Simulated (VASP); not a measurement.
# ZnS (zincblende type) (F-43m) in VASP: further runs

Runs on ZnS (zincblende type). Level: PBE. Tasks: single point, relaxation of cell and atoms.

All numbers are computed with VASP 6.6.1; they aren't measurements. Logs are shortened: lines on timing, memory, paths and dates and some standing lists are left out, and cuts for length are marked.

**1. The cell of the first run**

Symmetry: F-43m, No. 216, cubic system. The conventional cell has a = 4.761 Å, b = 4.761 Å, c = 4.761 Å, α = 90.00°, β = 90.00°, γ = 90.00°. Within 2.7 Å of Zn (site symmetry -43m) lie 4 S at 2.06 Å. Within 2.7 Å of S (site symmetry -43m) lie 4 Zn at 2.06 Å.

**2. Single point, PBE**

Input file INCAR:

```
PREC = Accurate ; ENCUT = 520
EDIFF = 1E-6 ; ISMEAR = -1
SIGMA = 0.08 ; LREAL = F
LASPH = T ; NELM = 100
ALGO = Normal ; ISIF = 2
LWAVE = F ; LCHARG = F
GGA = PE ; NBANDS = 16
```

Input file KPOINTS:

```
regular mesh
0
Gamma
  14 14 14
```

Input file POSCAR:

```
ZnS
1.0
    0.0000000000      2.3805011534      2.3805011534
    2.3805011534      0.0000000000      2.3805011534
    2.3805011534      2.3805011534      0.0000000000
Zn S
1 1
Direct
    0.0000000000      0.0000000000      0.0000000000
    0.2500000000      0.2500000000      0.2500000000
```

Potentials or basis: VASP PAW PBE potentials, release 64 (Zn, S).

Run with:

```sh
$ cat potpaw_PBE.64/Zn/POTCAR potpaw_PBE.64/S/POTCAR > POTCAR
$ mpirun -np 1 vasp_std > vasp.out
```

OUTCAR:

```text
PREC = Accurate
   ENCUT = 520
   EDIFF = 1E-6
   ISMEAR = -1
   LREAL = F
   LASPH = T
   NELM = 100
   ISIF = 2
   GGA = PE

 ion  position               nearest neighbor table
   1  0.000  0.000  0.000-   2 2.06   2 2.06   2 2.06   2 2.06
   2  0.250  0.250  0.250-   1 2.06   1 2.06   1 2.06   1 2.06

  LATTYP: Found a face centered cubic cell.
 ALAT       =     4.7610023068

  Lattice vectors:

 A1 = (   0.0000000000,   2.3805011534,   2.3805011534)
 A2 = (   2.3805011534,   0.0000000000,   2.3805011534)
 A3 = (   2.3805011534,   2.3805011534,   0.0000000000)

Analysis of symmetry for initial positions (statically):
=====================================================================
 Subroutine PRICEL returns:
 Original cell was already a primitive cell.

 Routine SETGRP: Setting up the symmetry group for a
 face centered cubic supercell.

 Subroutine GETGRP returns: Found 24 space group operations
 (whereof 24 operations were pure point group operations)
 out of a pool of 48 trial point group operations.

The static configuration has the point symmetry T_d .

Analysis of symmetry for dynamics (positions and initial velocities):
=====================================================================
 Subroutine PRICEL returns:
 Original cell was already a primitive cell.

 Routine SETGRP: Setting up the symmetry group for a
 face centered cubic supercell.

 Subroutine GETGRP returns: Found 24 space group operations
 (whereof 24 operations were pure point group operations)
 out of a pool of 48 trial point group operations.

The dynamic configuration has the point symmetry T_d .

 Subroutine INISYM returns: Found 24 space group operations
 (whereof 24 operations are pure point group operations),
 and found     1 'primitive' translations

----------------------------------------------------------------------------------------

                                     Primitive cell

  volume of cell :      26.9796

  direct lattice vectors                    reciprocal lattice vectors
     0.000000000  2.380501153  2.380501153    -0.210039806  0.210039806  0.210039806
     2.380501153  0.000000000  2.380501153     0.210039806 -0.210039806  0.210039806
     2.380501153  2.380501153  0.000000000     0.210039806  0.210039806 -0.210039806
[... 74 lines left out ...]
 SYSTEM =  unknown system
   PREC   = accura    normal or accurate (medium, high low for compatibility)
   ISTART =      0    job   : 0-new  1-cont  2-samecut
   ICHARG =      2    charge: 1-file 2-atom 10-const
   ISPIN  =      1    spin polarized calculation?
   LNONCOLLINEAR =      F non collinear calculations
   LSORBIT =      F    spin-orbit coupling
   LASPH  =      T    aspherical Exc in radial PAW
   ENCUT  =  520.0 eV  38.22 Ry    6.18 a.u.   6.26  6.26  6.26*2*pi/ulx,y,z
   NELM   =    100;   NELMIN=  2; NELMDL= -5     # of ELM steps
   EDIFF  = 0.1E-05   stopping-criterion for ELM
   LREAL  =      F    real-space projection
   EDIFFG = 0.1E-04   stopping-criterion for IOM
   NSW    =      0    number of steps for IOM
   IBRION =     -1    ionic relax: 0-MD 1-quasi-New 2-CG
   NFREE  =      0    steps in history (QN), initial steepest desc. (CG)
   ISIF   =      2    stress and relaxation
   ISYM   =      2    0-nonsym 1-usesym 2-fastsym
   POTIM  = 0.5000    time-step for ionic-motion
   TEBEG  =    0.0;   TEEND  =   0.0 temperature during run
   PSTRESS=    0.0 pullay stress
   NELECT =      18.0000    total number of electrons
   NUPDOWN=      -1.0000    fix difference up-down
   EMIN   =  10.00;   EMAX   =-10.00  energy-range for DOS
   EFERMI =   0.00;   METHOD = LEGACY
   ISMEAR =    -1;   SIGMA  =   0.08  broadening in eV -4-tet -1-fermi 0-gaus
   EFERMI_NEDOS =   21; number of points for ismear=-14 and -15
   IALGO  =     38    algorithm
   IMIX   =      4    mixing-type and parameters
     AMIX     =   0.40;   BMIX     =  1.00
     AMIX_MAG =   1.60;   BMIX_MAG =  1.00
  volume/ion in A,a.u.               =      13.49        91.03
  Fermi-wavevector in a.u.,A,eV,Ry     =   1.430498  2.703249 27.841938  2.046325
  Thomas-Fermi vector in A             =   2.550337
   LORBIT       =      0    0 simple, 1 ext, 2 COOP (PROOUT), +10 PAW based schemes
   GGA     = PE    functional components
   LHFCALC =     F    Hartree Fock is set to
   AEXX    =    0.0000 exact exchange contribution
   IVDW    =     0    specifies the selected vdW correction
   LEPSILON=     F    determine dielectric tensor
   LRPA    =     F    only Hartree local field effects (RPA)
 non-spin polarized calculation
  energy-cutoff  :      520.00
  volume of cell :       26.98
 maximum number of plane-waves:       742
 NGX is ok and might be reduce to    28
   NGX = 13   NGY = 13   NGZ = 13

 number of electron      18.0000009 magnetization

 Free energy of the ion-electron system (eV)
  ---------------------------------------------------
  ext. energy  EPLUGINS =         0.00000000
  ---------------------------------------------------
  free energy    TOTEN  =        -4.85746600 eV

  energy without entropy =       -4.85746599  energy(sigma->0) =       -4.85746600

 E-fermi :   7.7386     XC(G=0): -11.5410

 val. band max:        6.5710245570   @ k =   0.0000   0.0000   0.0000
 cond. band min:       8.8586067246   @ k =   0.5000   0.5000   0.0000
 fundamental gap:      2.2875821676
 Fermi energy:         7.7385901909

 k-point     1 :       0.0000    0.0000    0.0000
  band No.  band energies     occupation
      1     -10.0424      2.00000
      2      -2.1845      2.00000
      3      -2.1845      2.00000
      4      -2.1845      2.00000
      5      -1.1482      2.00000
      6      -1.1482      2.00000
[... 433 lines left out ...]
      3      -1.9866      2.00000
      4      -1.9753      2.00000
      5      -1.2284      2.00000
      6      -1.0789      2.00000
[... 8 lines left out ...]
     15      19.0860      0.00000
     16      21.7569      0.00000

 [... further k-points ...]
[... 5 lines left out ...]
  --------------------------------------------------------------------------------------
  -------------------------------------------------------------------------------------
  Total       11.5245036     11.5245036     11.5245036      0.0000000      0.0000000      0.0000000
  in kB      684.3804988    684.3804988    684.3804988      0.0000000      0.0000000      0.0000000
  external PRESSURE =     684.3804988 kB  Pullay stress =       0.0000000 kB

 VOLUME and BASIS-vectors are now :
 -----------------------------------------------------------------------------
  energy-cutoff  :      520.00
  volume of cell :       26.98
      direct lattice vectors                 reciprocal lattice vectors
     0.000000000  2.380501153  2.380501153    -0.210039806  0.210039806  0.210039806
     2.380501153  0.000000000  2.380501153     0.210039806 -0.210039806  0.210039806
     2.380501153  2.380501153  0.000000000     0.210039806  0.210039806 -0.210039806

 POSITION                                       TOTAL-FORCE (eV/Angst)
 -----------------------------------------------------------------------------------
      0.00000      0.00000      0.00000         0.000000      0.000000      0.000000
      1.19025      1.19025      1.19025        -0.000000     -0.000000     -0.000000
 -----------------------------------------------------------------------------------
    total drift:                                0.000003      0.000003      0.000003

  FREE ENERGIE OF THE ION-ELECTRON SYSTEM (eV)
  ---------------------------------------------------
  free  energy   TOTEN  =        -4.8574660042 eV

  energy  without entropy=       -4.8574659939  energy(sigma->0) =       -4.85746600
```

OSZICAR:

```text
N       E                     dE             d eps       ncg     rms          rms(c)
DAV:   1     0.933129190794E+02    0.93313E+02   -0.92336E+03  3368   0.154E+03
DAV:   2    -0.162657646346E+00   -0.93476E+02   -0.87249E+02  3744   0.283E+02
DAV:   3    -0.541661376297E+01   -0.52540E+01   -0.52311E+01  4080   0.641E+01
DAV:   4    -0.546339867122E+01   -0.46785E-01   -0.46774E-01  4080   0.620E+00
DAV:   5    -0.546376244191E+01   -0.36377E-03   -0.36377E-03  4120   0.552E-01    0.147E+01
DAV:   6    -0.491585761344E+01    0.54790E+00   -0.97142E-01  4688   0.415E+01    0.106E+01
DAV:   7    -0.486254239397E+01    0.53315E-01   -0.49536E-01  4160   0.900E+00    0.488E+00
DAV:   8    -0.485870726780E+01    0.38351E-02   -0.18625E-02  4856   0.376E+00    0.118E+00
DAV:   9    -0.485740805708E+01    0.12992E-02   -0.42672E-03  3960   0.539E-01    0.110E-01
DAV:  10    -0.485741551169E+01   -0.74546E-05   -0.43896E-04  4232   0.186E-01    0.991E-02
DAV:  11    -0.485745813980E+01   -0.42628E-04   -0.32178E-05  3896   0.493E-02    0.599E-02
DAV:  12    -0.485746574865E+01   -0.76088E-05   -0.32290E-05  4064   0.612E-02    0.121E-02
DAV:  13    -0.485746600419E+01   -0.25554E-06   -0.32161E-06  3784   0.171E-02
   1 F= -.48574660E+01 E0= -.48574660E+01  d E =-.102623E-07
```

It took 44 s on 1 thread of Intel Xeon 6975P-C, shared host; peak memory 0.19 GiB.

Results:

```
Free energy            : -4.8575 eV
Pressure               : 68.4 GPa
Band gap on the k mesh : 2.29 eV, indirect (least direct gap 3.92 eV)
```

Levels at points of the mesh, in eV from the valence-band top:
| k point | band 5 | band 6 | band 7 | band 8 | band 9 | band 10 | band 11 | band 12 | band 13 | band 14 |
| --- | --- | --- | --- | --- | --- | --- | --- | --- | --- | --- |
| (0.00, 0.00, 0.00) | -7.72 | -7.72 | 0.00 | 0.00 | 0.00 | 3.92 | 5.76 | 5.76 | 5.76 | 12.03 |
| (0.50, 0.00, 0.00) | -7.64 | -7.64 | -7.24 | -1.58 | -1.58 | 3.88 | 6.34 | 6.34 | 9.83 | 14.22 |
| (0.50, 0.50, 0.00) | -7.52 | -7.38 | -6.37 | -3.97 | -3.97 | 2.29 | 3.45 | 14.03 | 14.36 | 14.42 |

A k mesh can miss the band edges. As with any semilocal functional, this PBE gap is likely too small.

**3. Relaxation of cell and atoms, PBE, target pressure 68 GPa, at which the enthalpy is minimised**

This run uses another cell than the first one, of 12.72 Å³/atom, 0.943 times its volume.

Input file INCAR:

```
  ALGO = Normal
  EDIFF = 1E-6
  EDIFFG = -0.005
  ENCUT = 600
  GGA = PE
  IBRION = 2
  ISIF = 3
  ISMEAR = -1
  LASPH = True
  LCHARG = False
  LREAL = False
  LWAVE = False
  NELM = 60
  NSW = 60
  PREC = Accurate
  PSTRESS = 680.0
  SIGMA = 0.08
```

Input file KPOINTS:

```
k-points
0
Gamma
  14 14 14
```

Input file POSCAR:

```
ZnS
1.0
    0.0000000000      2.3341994883      2.3341994883
    2.3341994883      0.0000000000      2.3341994883
    2.3341994883      2.3341994883      0.0000000000
Zn S
1 1
Direct
    0.0000000000      0.0000000000      0.0000000000
    0.2500000000      0.2500000000      0.2500000000
```

Potentials or basis: VASP PAW PBE potentials, release 64 (Zn, S).

Run with:

```sh
$ cat potpaw_PBE.64/Zn/POTCAR potpaw_PBE.64/S/POTCAR > POTCAR
$ mpirun -np 1 vasp_std > vasp.out
```

Run time: 3 min. Hardware: 1 thread of Intel Xeon 6975P-C, shared host; peak memory 0.2 GiB.

The run converged. Its results:

| Quantity | Value |
| --- | --- |
| Free energy | -4.8708 eV |
| Relaxed volume | 13.51 Å³/atom |
| Relaxed cell | a = 3.368 Å, b = 3.368 Å, c = 3.368 Å, α = 60.00°, β = 60.00°, γ = 60.00° |
| Space group after relaxing (to 0.05 Å) | F-43m (No. 216) |
| Energy change on relaxing (the enthalpy is what falls) | -384.6 meV/atom |
| Ionic steps | 14 |
| Pressure after relaxing | 68.0 GPa |
| Band gap on the k mesh | 2.29 eV, indirect (least direct gap 3.92 eV) |

Step by step:
```
step  energy change (eV)  largest force (eV/Å)  pressure (GPa)  volume (Å³)
   1              0.0000                0.0000           89.29        25.44
   2             -2.2001                0.0000           26.11        32.18
   3             -0.8230                0.0000           66.61        27.14
   4             -0.7757                0.0000           67.89        27.03
   5             -0.7619                0.0000           68.37        26.99
   6             -0.7627                0.0000           68.19        27.00
   7             -0.7635                0.0000           68.23        27.00
   8             -0.7636                0.0000           68.23        27.00
   9             -0.7637                0.0000           68.22        27.00
  10             -0.7638                0.0000           68.21        27.00
  11             -0.7642                0.0000           68.18        27.00
  12             -0.7649                0.0000           68.13        27.00
  13             -0.7664                0.0000           68.15        27.00
  14             -0.7692                0.0000           68.02        27.01
```

Final structure:
```cif
data_structure
_symmetry_space_group_name_H-M 'P 1'
_symmetry_Int_Tables_number 1
_cell_length_a 3.3679
_cell_length_b 3.3679
_cell_length_c 3.3679
_cell_angle_alpha 60.000
_cell_angle_beta 60.000
_cell_angle_gamma 60.000
_cell_volume 27.01
loop_
_atom_site_label
_atom_site_type_symbol
_atom_site_fract_x
_atom_site_fract_y
_atom_site_fract_z
_atom_site_occupancy
Zn1 Zn 0.00000 0.00000 0.00000 1
S1 S 0.25000 0.25000 0.25000 1
```

Levels at points of the mesh, in eV from the valence-band top:
| k point | band 6 | band 7 | band 8 | band 9 | band 10 | band 11 | band 12 | band 13 |
| --- | --- | --- | --- | --- | --- | --- | --- | --- |
| (0.00, 0.00, 0.00) | -7.71 | 0.00 | 0.00 | 0.00 | 3.92 | 5.76 | 5.76 | 5.76 |
| (0.50, 0.00, 0.00) | -7.63 | -7.24 | -1.58 | -1.58 | 3.87 | 6.35 | 6.35 | 9.83 |
| (0.50, 0.50, 0.00) | -7.37 | -6.36 | -3.97 | -3.97 | 2.29 | 3.45 | 14.03 | 14.35 |

Caveat: the cell is relaxed towards a set pressure, so the enthalpy falls and the energy may rise. As with any semilocal functional, this PBE gap is likely too small.

**4. Relaxation of cell and atoms, PBE, target pressure 68 GPa, at which the enthalpy is minimised**

Input file INCAR:

```
PREC     = Accurate       # precision mode
ENCUT    = 600            # plane-wave cutoff, eV
EDIFF    = 1E-7           # SCF threshold, eV
ISMEAR   = -1             # smearing method
SIGMA    = 0.08           # smearing width, eV
LREAL    = F              # projectors in reciprocal space
LASPH    = T              # aspherical terms in the spheres
NELM     = 100            # most SCF steps
ALGO     = Normal         # electronic algorithm
ISIF     = 3              # what is computed and relaxed
LWAVE    = F              # write WAVECAR
LCHARG   = F              # write CHGCAR
GGA      = PE             # functional
IBRION   = 2              # ionic algorithm
NSW      = 32             # ionic steps
EDIFFG   = -0.005         # ionic threshold
PSTRESS  = 680.0
```

Input file KPOINTS:

```
regular mesh
0
Gamma
  14 14 14
```

Input file POSCAR:

```
ZnS
1.0
    0.0000000000      2.3805011534      2.3805011534
    2.3805011534      0.0000000000      2.3805011534
    2.3805011534      2.3805011534      0.0000000000
Zn S
1 1
Direct
    0.0000000000      0.0000000000      0.0000000000
    0.2500000000      0.2500000000      0.2500000000
```

Run with:

```sh
$ cat potpaw_PBE.64/Zn/POTCAR potpaw_PBE.64/S/POTCAR > POTCAR
$ mpirun -np 1 vasp_std > vasp.out
```

Wall time 89 s (1 thread of Intel Xeon 6975P-C, shared host); peak memory 0.2 GiB.

It converged, with:

```
Free energy                                            : -4.8732 eV
Relaxed volume                                         : 13.51 Å³/atom
Relaxed cell                                           : a = 3.368 Å, b = 3.368 Å, c = 3.368 Å, α = 60.00°, β = 60.00°, γ = 60.00°
Space group after relaxing (to 0.05 Å)                 : F-43m (No. 216)
Energy change on relaxing (the enthalpy is what falls) : -7.7 meV/atom
Ionic steps                                            : 3
Pressure after relaxing                                : 68.0 GPa
Band gap on the k mesh                                 : 2.29 eV, indirect (least direct gap 3.92 eV)
```

The path:
```csv
step,energy change (eV),largest force (eV/Å),pressure (GPa),volume (Å³)
1,0.0000,0.0000,68.43,26.98
2,-0.0592,0.0000,66.80,27.12
3,-0.0154,0.0000,68.02,27.02
```

Final structure:
```yaml
crystal:
  lattice:
    - [0.00000, 2.38157, 2.38157]
    - [2.38157, 0.00000, 2.38157]
    - [2.38157, 2.38157, 0.00000]
  atoms:
    - { symbol: Zn, position: [0.00000, 0.00000, 0.00000] }
    - { symbol: S, position: [0.25000, 0.25000, 0.25000] }
```

Levels at points of the mesh, in eV from the valence-band top:
```
           k point  band 5  band 6  band 7  band 8  band 9  band 10  band 11  band 12  band 13
(0.00, 0.00, 0.00)   -7.71   -7.71    0.00    0.00    0.00     3.92     5.76     5.76     5.76
(0.50, 0.00, 0.00)   -7.63   -7.63   -7.24   -1.58   -1.58     3.87     6.35     6.35     9.83
(0.50, 0.50, 0.00)   -7.52   -7.37   -6.36   -3.96   -3.96     2.29     3.45    14.02    14.34
```

Caveat: the cell is relaxed towards a set pressure, so the enthalpy falls and the energy may rise. As with any semilocal functional, this PBE gap is likely too small.

**5. Summary**

| task | cell | cutoff (eV) | gap on the mesh (eV) | pressure (GPa) |
| --- | --- | --- | --- | --- |
| single point | a = 3.367 Å, angles 60.0°, 2 atoms | 520 | 2.29 | 68.4 |
| relaxation of cell and atoms | relaxed to 68 GPa from a = 3.301 Å, angles 60.0°, 2 atoms | 600 | 2.29 | 68.0 |
| relaxation of cell and atoms | relaxed to 68 GPa from a = 3.367 Å, angles 60.0°, 2 atoms | 600 | 2.29 | 68.0 |

Alike in all rows: level PBE; potentials or basis VASP PAW PBE potentials, release 64 (Zn, S); no spin polarisation; k mesh 14 × 14 × 14; smearing fermi-dirac 0.08 eV.

Caveats: the cell is relaxed towards a set pressure, so the enthalpy falls and the energy may rise (some runs).

Absolute energies hang on the potentials; compare differences alone.
